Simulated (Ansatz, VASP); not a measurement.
**One calculation of SrCl2, two programs**

```
CELL_PARAMETERS angstrom
0.00000 3.46644 3.62480
3.46644 0.00000 3.62480
3.46644 3.46644 0.00000
ATOMIC_POSITIONS crystal
Sr 0.00000 0.00000 0.00000
Cl 0.25000 0.25000 0.25000
Cl 0.75000 0.75000 0.75000
```

Change from the starting cell: strain +e along x and -e along y +0.0000, strain +e along z and -e/2 along x and y +0.0300.

Alike in both runs: task single point; functional PBE; k mesh 6 × 6 × 6; occupations gaussian, width 0.05 eV; no spin polarisation.

```csv
,VASP,Ansatz
version,VASP 6.6.1,Ansatz 0.2.0
potentials or method,"VASP PAW PBE potentials, release 64 (Sr_sv, Cl), cutoff 520 eV","scalar-relativistic, plane waves, PAW"
valence electrons in the cell,24,24
```

Ansatz gave:

```
gap on the k mesh at the Fermi level (eV)                     : 5.08
least direct gap on the mesh (eV)                             : 5.39
pressure (GPa)                                                : 0.1
traceless stress, the component that is largest in VASP (GPa) : -1.47
```

**Question.** Which values does VASP return?

**Answer.** gap on the k mesh at the Fermi level (eV): 5.08; least direct gap on the mesh (eV): 5.39; pressure (GPa): 0.2; traceless stress, the component that is largest in VASP (GPa): -1.46.
